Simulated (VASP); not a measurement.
# CoO (R3m) in VASP: further runs

The runs below take CoO through relaxation of cell and atoms, single point, with PBEsol, PBE.

Program: VASP 6.6.1. These are calculated values, not measurements. Logs are shortened: lines on timing, memory, paths and dates and some standing lists are left out, and cuts for length are marked.

**1. The cell of the first run**

The structure is trigonal, space group R3m (No. 160). Conventional cell: a = 3.204 Å, b = 3.204 Å, c = 7.699 Å, α = 90.00°, β = 90.00°, γ = 120.00°. Within 2.5 Å of Co (site symmetry 3m) lie 4 O at 1.91 to 1.96 Å. O (site symmetry 3m) has 4 Co at 1.91 to 1.96 Å within 2.5 Å.

**2. Relaxation of cell and atoms, PBEsol, collinear spin, ferromagnetic start**

The input, INCAR:

```
SYSTEM = CoO
ALGO     = Normal         ! electronic algorithm
EDIFF    = 1E-6           ! SCF threshold, eV
EDIFFG   = -0.02          ! ionic threshold
ENCUT    = 600            ! plane-wave cutoff, eV
GGA      = PS             ! functional
IBRION   = 2              ! ionic algorithm
ISIF     = 3              ! what is computed and relaxed
ISMEAR   = -1             ! smearing method
ISPIN    = 2              ! spin polarisation
LASPH    = .TRUE.         ! aspherical terms in the spheres
LCHARG   = .FALSE.        ! write CHGCAR
LMAXMIX  = 4              ! l up to which the mixer works
LORBIT   = 11             ! projections on sites
LREAL    = .FALSE.        ! projectors in reciprocal space
LWAVE    = .FALSE.        ! write WAVECAR
MAGMOM   = 2 0            ! initial moments
NELM     = 150            ! most SCF steps
NSW      = 80             ! ionic steps
PREC     = Accurate       ! precision mode
SIGMA    = 0.05           ! smearing width, eV
```

The input, KPOINTS:

```
k-points
0
G
  10 10 10
  0 0 0
```

The input, POSCAR:

```
CoO
1.0
    1.6022198417      0.9250420569      2.5664708903
   -1.6022198417      0.9250420569      2.5664708903
    0.0000000000     -1.8500841138      2.5664708903
Co O
1 1
Direct
    0.9989783200      0.9989783200      0.9989783200
    0.7510210300      0.7510210300      0.7510210300
```

Potentials or basis: VASP PAW PBE potentials, release 64 (Co, O).

Run with:

```console
$ cat potpaw_PBE.64/Co/POTCAR potpaw_PBE.64/O/POTCAR > POTCAR
$ mpirun -np 1 vasp_std > vasp.out
```

OUTCAR:

```text
SYSTEM = CoO
   EDIFF = 1E-6
   EDIFFG = -0.02
   ENCUT = 600
   GGA = PS
   IBRION = 2
   ISIF = 3
   ISMEAR = -1
   ISPIN = 2
   LASPH = .TRUE.
   LORBIT = 11
   LREAL = .FALSE.
   NELM = 150
   NSW = 80
   PREC = Accurate

 ion  position               nearest neighbor table
   1  0.999  0.999  0.999-   2 1.91   2 1.96   2 1.96   2 1.96
   2  0.751  0.751  0.751-   1 1.91   1 1.96   1 1.96   1 1.96

  LATTYP: Found a trigonal (rhomboedric) cell.
 ALAT       =     3.1637926700
 COS(alpha) =     0.4870699110

  Lattice vectors:

 A1 = (   1.6022198417,   0.9250420569,   2.5664708903)
 A2 = (  -1.6022198417,   0.9250420569,   2.5664708903)
 A3 = (   0.0000000000,  -1.8500841138,   2.5664708903)

Analysis of symmetry for initial positions (statically):
=====================================================================
 Subroutine PRICEL returns:
 Original cell was already a primitive cell.

 Routine SETGRP: Setting up the symmetry group for a
 trigonal (rhombohedral) supercell.

 Subroutine GETGRP returns: Found  6 space group operations
 (whereof  6 operations were pure point group operations)
 out of a pool of 12 trial point group operations.

The static configuration has the point symmetry C_3v.

Analysis of symmetry for dynamics (positions and initial velocities):
=====================================================================
 Subroutine PRICEL returns:
 Original cell was already a primitive cell.

 Routine SETGRP: Setting up the symmetry group for a
 trigonal (rhombohedral) supercell.

 Subroutine GETGRP returns: Found  6 space group operations
 (whereof  6 operations were pure point group operations)
 out of a pool of 12 trial point group operations.

The dynamic configuration has the point symmetry C_3v.

Analysis of structural, dynamic, and magnetic symmetry:
=====================================================================
 Subroutine PRICEL returns:
 Original cell was already a primitive cell.

 Routine SETGRP: Setting up the symmetry group for a
 trigonal (rhombohedral) supercell.

 Subroutine GETGRP returns: Found  6 space group operations
 (whereof  6 operations were pure point group operations)
 out of a pool of 12 trial point group operations.

The overall configuration has the point symmetry C_3v.

 Subroutine INISYM returns: Found  6 space group operations
 (whereof  6 operations are pure point group operations),
 and found     1 'primitive' translations

----------------------------------------------------------------------------------------

                                     Primitive cell

  volume of cell :      22.8229

  direct lattice vectors                    reciprocal lattice vectors
     1.602219842  0.925042057  2.566470890     0.312067038  0.180171988  0.129880037
    -1.602219842  0.925042057  2.566470890    -0.312067038  0.180171988  0.129880037
     0.000000000 -1.850084114  2.566470890     0.000000000 -0.360343977  0.129880037

  length of vectors
     3.163792670  3.163792670  3.163792670     0.383036037  0.383036037  0.383036037

  position of ions in fractional coordinates (direct lattice)
     0.998978320  0.998978320  0.998978320
     0.751021030  0.751021030  0.751021030

  ion indices of the primitive-cell ions
   primitive index   ion index
                 1           1
                 2           2

----------------------------------------------------------------------------------------

 KPOINTS: k-points

Automatic generation of k-mesh.
 Grid dimensions read from file:
 generate k-points for:   10   10   10

 Generating k-lattice:

  Cartesian coordinates                     Fractional coordinates (reciprocal lattice)
     0.031206704  0.018017199  0.012988004     0.100000000  0.000000000  0.000000000
    -0.031206704  0.018017199  0.012988004     0.000000000  0.100000000  0.000000000
     0.000000000 -0.036034398  0.012988004     0.000000000  0.000000000  0.100000000

[... 39 lines left out ...]
   number of dos      NEDOS =    301   number of ions     NIONS =      2
   total plane-waves  NPLWV =  21952
   dimension x,y,z NGX =    28 NGY =   28 NGZ =   28
   dimension x,y,z NGXF=    56 NGYF=   56 NGZF=   56
   ions per type =               1   1
   NGX,Y,Z   is equivalent  to a cutoff of  14.71, 14.71, 14.71 a.u.
   NGXF,Y,Z  is equivalent  to a cutoff of  29.43, 29.43, 29.43 a.u.
 SYSTEM =  CoO
   PREC   = accura    normal or accurate (medium, high low for compatibility)
   ISTART =      0    job   : 0-new  1-cont  2-samecut
   ICHARG =      2    charge: 1-file 2-atom 10-const
   ISPIN  =      2    spin polarized calculation?
   LNONCOLLINEAR =      F non collinear calculations
   LSORBIT =      F    spin-orbit coupling
   LASPH  =      T    aspherical Exc in radial PAW
   ENCUT  =  600.0 eV  44.10 Ry    6.64 a.u.   6.32  6.32  6.32*2*pi/ulx,y,z
   NELM   =    150;   NELMIN=  2; NELMDL= -5     # of ELM steps
   EDIFF  = 0.1E-05   stopping-criterion for ELM
   LREAL  =      F    real-space projection
   EDIFFG = -.2E-01   stopping-criterion for IOM
   NSW    =     80    number of steps for IOM
   IBRION =      2    ionic relax: 0-MD 1-quasi-New 2-CG
   NFREE  =      1    steps in history (QN), initial steepest desc. (CG)
   ISIF   =      3    stress and relaxation
   ISYM   =      2    0-nonsym 1-usesym 2-fastsym
   POTIM  = 0.5000    time-step for ionic-motion
   TEBEG  =    0.0;   TEEND  =   0.0 temperature during run
   PSTRESS=    0.0 pullay stress
   NELECT =      15.0000    total number of electrons
   NUPDOWN=      -1.0000    fix difference up-down
   EMIN   =  10.00;   EMAX   =-10.00  energy-range for DOS
   EFERMI =   0.00;   METHOD = LEGACY
   ISMEAR =    -1;   SIGMA  =   0.05  broadening in eV -4-tet -1-fermi 0-gaus
   EFERMI_NEDOS =   21; number of points for ismear=-14 and -15
   IALGO  =     38    algorithm
   IMIX   =      4    mixing-type and parameters
     AMIX     =   0.40;   BMIX     =  1.00
     AMIX_MAG =   1.60;   BMIX_MAG =  1.00
  volume/ion in A,a.u.               =      11.41        77.01
  Fermi-wavevector in a.u.,A,eV,Ry     =   1.423360  2.689761 27.564786  2.025955
  Thomas-Fermi vector in A             =   2.543966
   LORBIT       =     11    0 simple, 1 ext, 2 COOP (PROOUT), +10 PAW based schemes
   GGA     = PS    functional components
   LHFCALC =     F    Hartree Fock is set to
   AEXX    =    0.0000 exact exchange contribution
   IVDW    =     0    specifies the selected vdW correction
   LEPSILON=     F    determine dielectric tensor
   LRPA    =     F    only Hartree local field effects (RPA)
 conjugate gradient relaxation of ions
 spin polarized calculation
  energy-cutoff  :      600.00
  volume of cell :       22.82
 maximum number of plane-waves:       773
 NGX is ok and might be reduce to    28
   NGX = 13   NGY = 13   NGZ = 13

--------------------------------------- Ionic step        1  -------------------------------------------

 number of electron      15.0000001 magnetization       2.7605589

 Free energy of the ion-electron system (eV)
  ---------------------------------------------------
  ext. energy  EPLUGINS =         0.00000000
  ---------------------------------------------------
  free energy    TOTEN  =       -14.22733981 eV

  energy without entropy =      -14.20737486  energy(sigma->0) =      -14.21735733

------------------------ aborting loop because EDIFF is reached ----------------------------------------

  FORCE on cell =-STRESS in cart. coord.  units (eV):
  Direction    XX          YY          ZZ          XY          YZ          ZX
  --------------------------------------------------------------------------------------
  -------------------------------------------------------------------------------------
  Total       -1.4381150     -1.4381150     -0.7417324      0.0000000      0.0000000      0.0000000
  in kB     -100.9562077   -100.9562077    -52.0698913      0.0000000      0.0000000      0.0000000
  external PRESSURE =     -84.6607689 kB  Pullay stress =       0.0000000 kB
[... 89 lines left out ...]
  FREE ENERGIE OF THE ION-ELECTRON SYSTEM (eV)
  ---------------------------------------------------
  free  energy   TOTEN  =       -14.2918242512 eV

  energy  without entropy=      -14.2771356096  energy(sigma->0) =      -14.28447993

[... ionic steps 4 to 7 ...]

--------------------------------------- Ionic step        8  -------------------------------------------

 number of electron      15.0000002 magnetization       1.7629247

------------------------ aborting loop because EDIFF is reached ----------------------------------------
[... 67 lines left out ...]
--------------------------------------- Ionic step       10  -------------------------------------------

 number of electron      15.0000002 magnetization       1.7722718

 Free energy of the ion-electron system (eV)
  ---------------------------------------------------
  ext. energy  EPLUGINS =         0.00000000
  ---------------------------------------------------
  free energy    TOTEN  =       -14.29387224 eV

  energy without entropy =      -14.27831740  energy(sigma->0) =      -14.28609482

 E-fermi :   7.1689     XC(G=0): -12.1215

 val. band max:        7.1541422726   @ k =  -0.2000   0.2000   0.2000
 cond. band min:       7.2072264283   @ k =   0.5000   0.2000   0.1000
 fundamental gap:      0.0530841557
 Fermi energy:         7.1688707857

 spin component 1

 k-point     1 :       0.0000    0.0000    0.0000
  band No.  band energies     occupation
      1     -13.7235      1.00000
      2       0.4011      1.00000
      3       0.4011      1.00000
      4       0.4096      1.00000
      5       5.2394      1.00000
      6       5.2394      1.00000
      7       7.5658      0.00036
      8       8.0807      0.00000
      9       8.0818      0.00000
     10       8.0818      0.00000
     11      22.2098      0.00000
     12      22.2098      0.00000
[... 333 lines left out ...]
      1     -12.9024      1.00000
      2      -0.6943      1.00000
      3       0.9935      1.00000
      4       1.0538      1.00000
      5       4.3882      1.00000
      6       5.5384      1.00000
      7       5.9944      1.00000
      8       6.4529      1.00000
      9       6.8106      0.99923
     10      12.1460      0.00000
     11      18.4587      0.00000
     12      19.2242      0.00000

 [... further k-points ...]

 spin component 2

 k-point     1 :       0.0000    0.0000    0.0000
  band No.  band energies     occupation
      1     -13.4338      1.00000
      2       1.1371      1.00000
      3       1.1371      1.00000
      4       1.1450      1.00000
      5       6.3642      1.00000
      6       6.3642      1.00000
      7       7.8090      0.00000
      8       9.6261      0.00000
      9       9.6295      0.00000
     10       9.6295      0.00000
     11      22.4814      0.00000
     12      22.4814      0.00000
[... 374 lines left out ...]
  FREE ENERGIE OF THE ION-ELECTRON SYSTEM (eV)
  ---------------------------------------------------
  free  energy   TOTEN  =       -14.2938722404 eV

  energy  without entropy=      -14.2783173955  energy(sigma->0) =      -14.28609482

 reached required accuracy - stopping structural energy minimisation

 total charge

# of ion       s       p       d       tot
------------------------------------------
    1        0.384   0.546   7.340   8.270
    2        1.547   3.442   0.000   4.989
--------------------------------------------------
tot          1.931   3.988   7.340  13.258

 magnetization (x)

# of ion       s       p       d       tot
------------------------------------------
    1        0.007   0.040   1.532   1.579
    2        0.015   0.140   0.000   0.156
--------------------------------------------------
tot          0.023   0.180   1.532   1.735
```

It took 3.9 min on 1 thread of Intel Xeon 6975P-C (Granite Rapids), shared host; peak memory 0.24 GiB.

What came out:

```
Free energy                                           : -14.2939 eV
Relaxed volume                                        : 10.23 Å³/atom
Relaxed cell                                          : a = 3.069 Å, b = 3.069 Å, c = 3.069 Å, α = 60.06°, β = 60.06°, γ = 60.06°
Space group after relaxing (to 0.1 Å)                 : F-43m (No. 216)
Energy gained by relaxing                             : 33.3 meV/atom
Ionic steps                                           : 10
Pressure after relaxing                               : 0.0 GPa
Net moment                                            : 1.77 μB per cell
Site moments                                          : Co +1.58; O +0.16 μB
Valence electrons inside the program's atomic spheres : Co 8.27; O 4.99
```

Step by step:
```tsv
step	energy change (eV)	largest force (eV/Å)	pressure (GPa)	volume (Å³)
1	0.0000	0.2165	-8.47	22.82
2	-0.0628	0.0201	-2.52	20.89
3	-0.0645	0.1584	1.62	20.30
4	-0.0659	0.0891	-0.78	20.57
5	-0.0659	0.1008	-0.45	20.52
6	-0.0659	0.1118	-0.09	20.48
7	-0.0662	0.0335	0.70	20.38
8	-0.0664	0.0236	0.53	20.41
9	-0.0665	0.0145	-0.27	20.51
10	-0.0665	0.0012	-0.02	20.47
```

Final structure:
```cif
data_structure
_symmetry_space_group_name_H-M 'P 1'
_symmetry_Int_Tables_number 1
_cell_length_a 3.0691
_cell_length_b 3.0691
_cell_length_c 3.0691
_cell_angle_alpha 60.057
_cell_angle_beta 60.057
_cell_angle_gamma 60.057
_cell_volume 20.47
loop_
_atom_site_label
_atom_site_type_symbol
_atom_site_fract_x
_atom_site_fract_y
_atom_site_fract_z
_atom_site_occupancy
Co1 Co 0.00010 0.00010 0.00010 1
O1 O 0.74990 0.74990 0.74990 1
```

Caveat: the PAW data sets were made with another functional, which shifts forces and pressure a little; a cell with one magnetic atom can't hold antiferromagnetic order, which such compounds often take; semilocal functionals often make such compounds metallic where correlation or magnetic order opens a gap, which also shifts bond lengths. With open d or f shells a metallic result of PBEsol can be an artefact of self-interaction; +U or a hybrid may open a gap.

**3. Single point, PBE, collinear spin, ferromagnetic start**

The input, INCAR:

```
SYSTEM = CoO
PREC = Accurate ; ENCUT = 600
EDIFF = 1E-6 ; ISMEAR = -1
SIGMA = 0.05 ; LREAL = .FALSE.
LASPH = .TRUE. ; NELM = 200
ALGO = Normal ; ISIF = 2
LWAVE = .FALSE. ; LCHARG = .FALSE.
ISPIN = 2 ; MAGMOM = 4 0
LORBIT = 11 ; NUPDOWN = 4.0
LMAXMIX = 4 ; GGA = PE
NBANDS = 22 ; GGA_COMPAT = .FALSE.
```

The input, KPOINTS:

```
regular mesh
0
G
  9 9 9
  0 0 0
```

POSCAR is that of step 2.

Potentials or basis: VASP PAW PBE potentials, release 64 (Co_sv, O).

Run with:

```console
$ cat potpaw_PBE.64/Co_sv/POTCAR potpaw_PBE.64/O/POTCAR > POTCAR
$ mpirun -np 1 vasp_std > vasp.out
```

It took 63 s on 1 thread of Intel Xeon 6975P-C (Granite Rapids), shared host; peak memory 0.22 GiB.

It converged, with:

```
Free energy                                           : -11.3519 eV
Pressure                                              : 13.2 GPa
Largest force                                         : 0.347 eV/Å
Net moment                                            : 4.00 μB per cell
Site moments                                          : Co +2.88; O +0.60 μB
Valence electrons inside the program's atomic spheres : Co 14.78; O 5.00
```

Forces on the atoms (eV/Å):
```
Co   0.000  0.000  0.347
O    0.000  0.000 -0.347
```

Stress tensor (GPa, compression positive):
```
11.62  0.00  0.00
 0.00 11.62  0.00
 0.00  0.00 16.39
```

Caveat: the cell stands under pressure; the total moment is fixed, so each spin has its own Fermi level; a cell with one magnetic atom can't hold antiferromagnetic order, which such compounds often take.

**4. Single point, PBEsol, collinear spin, ferromagnetic start**

This run uses another cell than the first one, of 11.18 Å³/atom.

The input, INCAR:

```
SYSTEM = CoO
  PREC = Accurate
  ENCUT = 600
  EDIFF = 1E-6
  ISMEAR = -1
  SIGMA = 0.05
  LREAL = .False.
  LASPH = .True.
  NELM = 200
  ALGO = Normal
  ISIF = 2
  LWAVE = .False.
  LCHARG = .False.
  ISPIN = 2
  MAGMOM = 2 0
  LORBIT = 11
  LMAXMIX = 4
  GGA = PS
  NBANDS = 22
  GGA_COMPAT = .False.
```

The input, KPOINTS:

```
Automatic mesh
0
Gamma
  10 10 10
  0 0 0
```

The input, POSCAR:

```
CoO
1.0
    1.5914663644      0.9188335339      2.5492457344
   -1.5914663644      0.9188335339      2.5492457344
    0.0000000000     -1.8376670678      2.5492457344
Co O
1 1
Direct
    0.9989783200      0.9989783200      0.9989783200
    0.7510210300      0.7510210300      0.7510210300
```

Run with:

```console
$ cat potpaw_PBE.64/Co_sv/POTCAR potpaw_PBE.64/O/POTCAR > POTCAR
$ mpirun -np 1 vasp_std > vasp.out
```

Run time: 78 s. Hardware: 1 thread of Intel Xeon 6975P-C (Granite Rapids), shared host; peak memory 0.24 GiB.

The run converged. Its results:

- Free energy: -14.3206 eV
- Pressure: -8.1 GPa
- Largest force: 0.230 eV/Å
- Net moment: 2.69 μB per cell
- Site moments: Co +2.26; O +0.29 μB
- Valence electrons inside the program's atomic spheres: Co 14.95; O 4.97

Forces in eV/Å, atoms in the order of the input:
```
Co   0.000  0.000  0.230
O    0.000  0.000 -0.230
```

Stress tensor (GPa, compression positive):
```
-9.82  0.00  0.00
 0.00 -9.82  0.00
 0.00  0.00 -4.62
```

Levels at points of the mesh, in eV from the Fermi level:
Spin up:
```
           k point  band 11  band 12  band 13  band 14  band 15  band 16
(0.00, 0.00, 0.00)     0.07     0.34     0.34     0.50    13.99    13.99
(0.50, 0.00, 0.00)    -2.19    -0.48    -0.42     5.67     6.91    13.53
(0.50, 0.50, 0.00)    -1.79    -1.64    -1.57     5.17     9.99    11.05
(0.50, 0.50, 0.50)    -2.22    -0.61    -0.61     5.63     7.24    13.43
```
Spin down:
```csv
k point,band 7,band 8,band 9,band 10,band 11,band 12,band 13,band 14
"(0.00, 0.00, 0.00)",-5.17,-5.17,-0.48,-0.48,0.52,2.55,2.55,2.63
"(0.50, 0.00, 0.00)",-4.99,-4.97,-0.27,-0.26,0.12,1.67,1.70,6.11
"(0.50, 0.50, 0.00)",-4.70,-4.66,-1.02,-0.07,0.06,0.78,0.86,6.13
"(0.50, 0.50, 0.50)",-4.91,-4.91,-0.24,-0.24,-0.05,1.54,1.54,6.06
```

Caveat: the cell stands under tension; the PAW data sets were made with another functional, which shifts forces and pressure a little; a cell with one magnetic atom can't hold antiferromagnetic order, which such compounds often take; semilocal functionals often make such compounds metallic where correlation or magnetic order opens a gap, which also shifts bond lengths. With open d or f shells a metallic result of PBEsol can be an artefact of self-interaction; +U or a hybrid may open a gap.

(Continued in part 2 of 2.)
